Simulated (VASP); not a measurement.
# Mn (I4/mmm) in VASP: notebook

Mn is run at these levels: PBE; tasks: single point.

Everything below comes from runs of VASP 6.6.1. Logs are shortened: lines on timing, memory, paths and dates and some standing lists are left out, and cuts for length are marked.

### 1 The cell of the first run

The structure is tetragonal, space group I4/mmm (No. 139). The conventional cell has a = 2.612 Å, b = 2.612 Å, c = 3.973 Å, α = 90.00°, β = 90.00°, γ = 90.00°. Within 3.4 Å of Mn (site symmetry 4/mmm) lie 12 Mn at 2.61 to 2.71 Å.

### 2 Single point, PBE, collinear spin, ferromagnetic start

The input, INCAR:

```
ALGO = Normal
EDIFF = 1E-6
ENCUT = 680
GGA = PE
GGA_COMPAT = False
ISIF = 2
ISMEAR = 0
ISPIN = 2
LASPH = True
LCHARG = True
LELF = True
LMAXMIX = 4
LORBIT = 11
LREAL = False
LVHAR = True
LWAVE = False
MAGMOM = 4
NBANDS = 18
NELM = 200
PREC = Accurate
SIGMA = 0.1
```

The input, KPOINTS:

```
k-points
0
Gamma
  10 10 10
```

The input, POSCAR:

```
Mn
1.0
   -1.3058206205      1.3058206205      1.9866155791
    1.3058206205     -1.3058206205      1.9866155791
    1.3058206205      1.3058206205     -1.9866155791
Mn
1
Direct
    0.0000000000      0.0000000000      0.0000000000
```

Potentials or basis: VASP PAW PBE potentials, release 64 (Mn_sv).

Command:

```
> cat potpaw_PBE.64/Mn_sv/POTCAR > POTCAR
> mpirun -np 1 vasp_std > vasp.out
```

OUTCAR:

```text
EDIFF = 1E-6
   ENCUT = 680
   GGA = PE
   ISIF = 2
   ISMEAR = 0
   ISPIN = 2
   LASPH = True
   LORBIT = 11
   LREAL = False
   NELM = 200
   PREC = Accurate

 ion  position               nearest neighbor table
   1  0.000  0.000  0.000-

  LATTYP: Found a body centered tetragonal cell.
 ALAT       =     2.6116412410
 C/A-ratio  =     1.5213541186

  Lattice vectors:

 A1 = (  -1.3058206205,   1.3058206205,   1.9866155791)
 A2 = (   1.3058206205,  -1.3058206205,   1.9866155791)
 A3 = (   1.3058206205,   1.3058206205,  -1.9866155791)

Analysis of symmetry for initial positions (statically):
=====================================================================
 Subroutine PRICEL returns:
 Original cell was already a primitive cell.

 Routine SETGRP: Setting up the symmetry group for a
 body centered tetragonal supercell.

 Subroutine GETGRP returns: Found 16 space group operations
 (whereof 16 operations were pure point group operations)
 out of a pool of 16 trial point group operations.

The static configuration has the point symmetry D_4h.

Analysis of symmetry for dynamics (positions and initial velocities):
=====================================================================
 Subroutine PRICEL returns:
 Original cell was already a primitive cell.

 Routine SETGRP: Setting up the symmetry group for a
 body centered tetragonal supercell.

 Subroutine GETGRP returns: Found 16 space group operations
 (whereof 16 operations were pure point group operations)
 out of a pool of 16 trial point group operations.

The dynamic configuration has the point symmetry D_4h.

Analysis of structural, dynamic, and magnetic symmetry:
=====================================================================
 Subroutine PRICEL returns:
 Original cell was already a primitive cell.

 Routine SETGRP: Setting up the symmetry group for a
 body centered tetragonal supercell.

 Subroutine GETGRP returns: Found 16 space group operations
 (whereof 16 operations were pure point group operations)
 out of a pool of 16 trial point group operations.

The overall configuration has the point symmetry D_4h.

 Subroutine INISYM returns: Found 16 space group operations
 (whereof 16 operations are pure point group operations),
 and found     1 'primitive' translations

----------------------------------------------------------------------------------------

                                     Primitive cell

  volume of cell :      13.5500

  direct lattice vectors                    reciprocal lattice vectors
    -1.305820621  1.305820621  1.986615579     0.000000000  0.382900984  0.251684324
     1.305820621 -1.305820621  1.986615579     0.382900984  0.000000000  0.251684324
     1.305820621  1.305820621 -1.986615579     0.382900984  0.382900984  0.000000000

  length of vectors
     2.712374687  2.712374687  2.712374687     0.458211919  0.458211919  0.541503764

  position of ions in fractional coordinates (direct lattice)
     0.000000000  0.000000000  0.000000000

  ion indices of the primitive-cell ions
   primitive index   ion index
                 1           1

----------------------------------------------------------------------------------------

 KPOINTS: k-points

Automatic generation of k-mesh.
 Grid dimensions read from file:
 generate k-points for:   10   10   10

 Generating k-lattice:

  Cartesian coordinates                     Fractional coordinates (reciprocal lattice)
     0.000000000  0.038290098  0.025168432     0.100000000  0.000000000 -0.000000000
     0.038290098  0.000000000  0.025168432     0.000000000  0.100000000 -0.000000000
     0.038290098  0.038290098  0.000000000     0.000000000  0.000000000  0.100000000

  Length of vectors
     0.045821192  0.045821192  0.054150376

  Shift w.r.t. Gamma in fractional coordinates (k-lattice)
     0.000000000  0.000000000  0.000000000

 Subroutine IBZKPT returns following result:
 ===========================================

 Found    102 irreducible k-points:

 Following reciprocal coordinates:
            Coordinates               Weight
  0.000000  0.000000  0.000000      1.000000
  0.100000  0.000000  0.000000      8.000000
  0.200000  0.000000  0.000000      8.000000
  0.300000 -0.000000  0.000000      8.000000
  0.400000  0.000000  0.000000      8.000000
  0.500000  0.000000  0.000000      4.000000
[... 16 lines left out ...]
  0.300000  0.300000  0.000000      8.000000
  0.400000  0.300000  0.000000     16.000000
 [... further k-points ...]
   k-points           NKPTS =    102   k-points in BZ     NKDIM =    102   number of bands    NBANDS=     18
   number of dos      NEDOS =    301   number of ions     NIONS =      1
   total plane-waves  NPLWV =  13824
   dimension x,y,z NGX =    24 NGY =   24 NGZ =   24
   dimension x,y,z NGXF=    48 NGYF=   48 NGZF=   48
   ions per type =               1
   NGX,Y,Z   is equivalent  to a cutoff of  14.71, 14.71, 14.71 a.u.
   NGXF,Y,Z  is equivalent  to a cutoff of  29.42, 29.42, 29.42 a.u.
 SYSTEM =  unknown system
   PREC   = accura    normal or accurate (medium, high low for compatibility)
   ISTART =      0    job   : 0-new  1-cont  2-samecut
   ICHARG =      2    charge: 1-file 2-atom 10-const
   ISPIN  =      2    spin polarized calculation?
   LNONCOLLINEAR =      F non collinear calculations
   LSORBIT =      F    spin-orbit coupling
   LASPH  =      T    aspherical Exc in radial PAW
   ENCUT  =  680.0 eV  49.98 Ry    7.07 a.u.   5.77  5.77  5.77*2*pi/ulx,y,z
   NELM   =    200;   NELMIN=  2; NELMDL= -5     # of ELM steps
   EDIFF  = 0.1E-05   stopping-criterion for ELM
   LREAL  =      F    real-space projection
   EDIFFG = 0.1E-04   stopping-criterion for IOM
   NSW    =      0    number of steps for IOM
   IBRION =     -1    ionic relax: 0-MD 1-quasi-New 2-CG
   NFREE  =      0    steps in history (QN), initial steepest desc. (CG)
   ISIF   =      2    stress and relaxation
   ISYM   =      2    0-nonsym 1-usesym 2-fastsym
   POTIM  = 0.5000    time-step for ionic-motion
   TEBEG  =    0.0;   TEEND  =   0.0 temperature during run
   PSTRESS=    0.0 pullay stress
   NELECT =      15.0000    total number of electrons
   NUPDOWN=      -1.0000    fix difference up-down
   EMIN   =  10.00;   EMAX   =-10.00  energy-range for DOS
   EFERMI =   0.00;   METHOD = LEGACY
   ISMEAR =     0;   SIGMA  =   0.10  broadening in eV -4-tet -1-fermi 0-gaus
   EFERMI_NEDOS =   21; number of points for ismear=-14 and -15
   IALGO  =     38    algorithm
   IMIX   =      4    mixing-type and parameters
     AMIX     =   0.40;   BMIX     =  1.00
     AMIX_MAG =   1.60;   BMIX_MAG =  1.00
  volume/ion in A,a.u.               =      13.55        91.44
  Fermi-wavevector in a.u.,A,eV,Ry     =   1.693525  3.200298 39.021878  2.868027
  Thomas-Fermi vector in A             =   2.774915
   LORBIT       =     11    0 simple, 1 ext, 2 COOP (PROOUT), +10 PAW based schemes
   GGA     = PE    functional components
   LHFCALC =     F    Hartree Fock is set to
   AEXX    =    0.0000 exact exchange contribution
   IVDW    =     0    specifies the selected vdW correction
   LEPSILON=     F    determine dielectric tensor
   LRPA    =     F    only Hartree local field effects (RPA)
 spin polarized calculation
 Gauss-broadening in eV      SIGMA  =   0.10
  energy-cutoff  :      680.00
  volume of cell :       13.55
 maximum number of plane-waves:       560
   NGX = 11   NGY = 11   NGZ = 11

 number of electron      14.9999999 magnetization       1.4468934

 Free energy of the ion-electron system (eV)
  ---------------------------------------------------
  ext. energy  EPLUGINS =         0.00000000
  ---------------------------------------------------
  free energy    TOTEN  =        -8.63796909 eV

  energy without entropy =       -8.62836532  energy(sigma->0) =       -8.63316720

 E-fermi :  10.3350     XC(G=0): -12.7474

 val. band max:       10.3336005143   @ k =  -0.3000  -0.3000   0.1000
 cond. band min:      10.3352353987   @ k =   0.3000  -0.0000   0.0000
 fundamental gap:      0.0016348844
 Fermi energy:        10.3350239213

 spin component 1

 k-point     1 :       0.0000    0.0000    0.0000
  band No.  band energies     occupation
      1     -69.5110      1.00000
      2     -38.0617      1.00000
      3     -38.0009      1.00000
      4     -38.0009      1.00000
      5       2.9156      1.00000
      6       8.8658      1.00000
[... 10 lines left out ...]
     17      37.7381      0.00000
     18      39.0669      0.00000

 k-point     2 :       0.1000    0.0000    0.0000
  band No.  band energies     occupation
      1     -69.5054      1.00000
      2     -38.0771      1.00000
      3     -38.0252      1.00000
      4     -38.0037      1.00000
      5       3.2628      1.00000
      6       8.8808      1.00000
[... 10 lines left out ...]
     17      38.2067      0.00000
     18      41.5253      0.00000

 k-point     3 :       0.2000    0.0000    0.0000
  band No.  band energies     occupation
      1     -69.4909      1.00000
      2     -38.1449      1.00000
      3     -38.0604      1.00000
      4     -38.0110      1.00000
      5       4.2343      1.00000
      6       8.7330      1.00000
[... 10 lines left out ...]
     17      38.7263      0.00000
     18      42.4495      0.00000

 k-point     4 :       0.3000   -0.0000    0.0000
  band No.  band energies     occupation
      1     -69.4728      1.00000
      2     -38.2472      1.00000
      3     -38.0845      1.00000
      4     -38.0200      1.00000
      5       5.5166      1.00000
      6       8.7337      1.00000
[... 375 lines left out ...]
      4     -38.0611      1.00000
      5       4.7137      1.00000
      6       8.4025      1.00000
[... 10 lines left out ...]
     17      42.5760      0.00000
     18      42.7486      0.00000

 k-point    23 :       0.3000    0.3000    0.0000
  band No.  band energies     occupation
      1     -69.4413      1.00000
      2     -38.2670      1.00000
      3     -38.2049      1.00000
      4     -38.1106      1.00000
      5       7.5781      1.00000
      6       7.8412      1.00000
[... 10 lines left out ...]
     17      43.9405      0.00000
     18      45.2743      0.00000

 k-point    24 :       0.4000    0.3000    0.0000
  band No.  band energies     occupation
      1     -69.4349      1.00000
      2     -38.2842      1.00000
      3     -38.2113      1.00000
      4     -38.1309      1.00000
      5       7.3229      1.00000
      6       7.6197      1.00000
[... 10 lines left out ...]
     17      43.7899      0.00000
     18      47.3827      0.00000

 [... further k-points ...]

 spin component 2

 k-point     1 :       0.0000    0.0000    0.0000
  band No.  band energies     occupation
      1     -67.8977      1.00000
      2     -36.4721      1.00000
      3     -36.4139      1.00000
      4     -36.4139      1.00000
      5       3.1333      1.00000
      6       9.7306      1.00000
[... 10 lines left out ...]
     17      38.0757      0.00000
     18      38.7824      0.00000

 k-point     2 :       0.1000    0.0000    0.0000
  band No.  band energies     occupation
      1     -67.8918      1.00000
      2     -36.4888      1.00000
      3     -36.4393      1.00000
      4     -36.4168      1.00000
      5       3.4816      1.00000
      6       9.7592      1.00000
[... 10 lines left out ...]
     17      38.3896      0.00000
     18      41.8895      0.00000

 k-point     3 :       0.2000    0.0000    0.0000
  band No.  band energies     occupation
      1     -67.8764      1.00000
      2     -36.5640      1.00000
      3     -36.4741      1.00000
      4     -36.4245      1.00000
      5       4.4642      1.00000
      6       9.6683      1.00000
[... 10 lines left out ...]
     17      39.1085      0.00000
     18      42.9972      0.00000

 k-point     4 :       0.3000   -0.0000    0.0000
  band No.  band energies     occupation
      1     -67.8574      1.00000
      2     -36.6742      1.00000
      3     -36.4986      1.00000
      4     -36.4340      1.00000
      5       5.8260      1.00000
      6       9.5694      1.00000
[... 375 lines left out ...]
      4     -36.4779      1.00000
      5       4.9647      1.00000
      6       9.5030      1.00000
[... 10 lines left out ...]
     17      42.8082      0.00000
     18      42.9704      0.00000

 k-point    23 :       0.3000    0.3000    0.0000
  band No.  band energies     occupation
      1     -67.8241      1.00000
      2     -36.6937      1.00000
      3     -36.6313      1.00000
      4     -36.5275      1.00000
      5       8.2874      1.00000
      6       9.2132      1.00000
[... 10 lines left out ...]
     17      44.4185      0.00000
     18      45.7771      0.00000

 k-point    24 :       0.4000    0.3000    0.0000
  band No.  band energies     occupation
      1     -67.8173      1.00000
      2     -36.7145      1.00000
      3     -36.6356      1.00000
      4     -36.5492      1.00000
      5       8.4281      1.00000
      6       8.6836      1.00000
[... 10 lines left out ...]
     17      44.0595      0.00000
     18      47.9535      0.00000

 [... further k-points ...]
[... 5 lines left out ...]
  --------------------------------------------------------------------------------------
  -------------------------------------------------------------------------------------
  Total       -2.6604166     -2.6604166     -2.3365416      0.0000000      0.0000000      0.0000000
  in kB     -314.5714938   -314.5714938   -276.2760406      0.0000000      0.0000000      0.0000000
  external PRESSURE =    -301.8063427 kB  Pullay stress =       0.0000000 kB

 VOLUME and BASIS-vectors are now :
 -----------------------------------------------------------------------------
  energy-cutoff  :      680.00
  volume of cell :       13.55
      direct lattice vectors                 reciprocal lattice vectors
    -1.305820621  1.305820621  1.986615579     0.000000000  0.382900984  0.251684324
     1.305820621 -1.305820621  1.986615579     0.382900984  0.000000000  0.251684324
     1.305820621  1.305820621 -1.986615579     0.382900984  0.382900984  0.000000000

 POSITION                                       TOTAL-FORCE (eV/Angst)
 -----------------------------------------------------------------------------------
      0.00000      0.00000      0.00000         0.000000     -0.000000     -0.000000
 -----------------------------------------------------------------------------------
    total drift:                                0.000000      0.000000      0.000000

  FREE ENERGIE OF THE ION-ELECTRON SYSTEM (eV)
  ---------------------------------------------------
  free  energy   TOTEN  =        -8.6379690918 eV

  energy  without entropy=       -8.6283653179  energy(sigma->0) =       -8.63316720

 total charge

# of ion       s       p       d       tot
------------------------------------------
    1        2.208   6.044   4.597  12.849

 magnetization (x)

# of ion       s       p       d       tot
------------------------------------------
    1       -0.000  -0.002   1.397   1.395
```

It took 56 s on 1 thread of Intel Xeon Platinum 8259CL at 2.50GHz (Skylake/Cascade Lake), shared host; peak memory 0.18 GiB.

Results:

```
Free energy                                           : -8.6380 eV
Pressure                                              : -30.2 GPa
Net moment                                            : 1.45 μB per cell
Site moments                                          : Mn +1.40 μB
Valence electrons inside the program's atomic spheres : Mn 12.85
```

Caveat: the cell stands under tension.

### 3 Single point, PBE

This run uses another cell than the first one: it holds 2 atoms, not 1.

The input, INCAR:

```
ALGO     = Normal         # electronic algorithm
EDIFF    = 1E-7           # SCF threshold, eV
ENCUT    = 520            # plane-wave cutoff, eV
GGA      = PE             # functional
ISIF     = 2              # what is computed and relaxed
ISMEAR   = 0              # smearing method
LASPH    = True           # aspherical terms in the spheres
LCHARG   = False          # write CHGCAR
LREAL    = False          # projectors in reciprocal space
LWAVE    = False          # write WAVECAR
NBANDS   = 20             # bands
NELM     = 100            # most SCF steps
PREC     = Accurate       # precision mode
SIGMA    = 0.1            # smearing width, eV
```

The input, KPOINTS:

```
k-points
0
Gamma
  20 20 18
```

The input, POSCAR:

```
Mn
1.0
    2.4776009527      0.0000000000      0.0000000000
    0.0000000000      2.4776009527      0.0000000000
    0.0000000000      0.0000000000      3.4999494362
Mn
2
Direct
    0.0000000000      0.5000000000      0.2499983731
    0.5000000000      0.0000000000      0.7500016269
```

Potentials or basis: VASP PAW PBE potentials, release 64 (Mn_pv).

Command:

```
> cat potpaw_PBE.64/Mn_pv/POTCAR > POTCAR
> mpirun -np 1 vasp_std > vasp.out
```

Wall time 5.4 min (1 thread of AMD EPYC 7R43 (Zen 3), shared host); peak memory 0.27 GiB.

It converged, with:

| Item | Value |
| --- | --- |
| Free energy | -17.8389 eV |
| Pressure | -0.1 GPa |
| Band gap on the k mesh | zero (bands 13 and 14 overlap by 2.93 eV) |

Levels at points of the mesh, in eV from the Fermi level:
| k point | band 11 | band 12 | band 13 | band 14 | band 15 | band 16 |
| --- | --- | --- | --- | --- | --- | --- |
| (0.00, 0.00, 0.00) | -1.16 | -1.15 | 0.53 | 0.54 | 1.67 | 2.01 |
| (0.50, 0.00, 0.00) | -1.94 | -1.94 | -0.24 | -0.24 | 0.49 | 0.49 |
| (0.50, 0.50, 0.00) | 1.67 | 1.67 | 2.01 | 2.01 | 2.01 | 2.01 |
| (0.00, 0.00, 0.50) | -0.52 | -0.52 | 0.15 | 0.15 | 0.15 | 0.15 |
| (0.50, 0.00, 0.50) | -1.26 | -1.26 | 0.49 | 0.49 | 1.70 | 1.70 |
| (0.50, 0.50, 0.50) | -2.20 | -2.20 | 0.33 | 0.33 | 2.01 | 2.01 |

Caveat: the run has no spin polarisation, though such a crystal can be magnetic. Spin polarisation is off, so any magnetic state and its effect on volume and gap are missing.
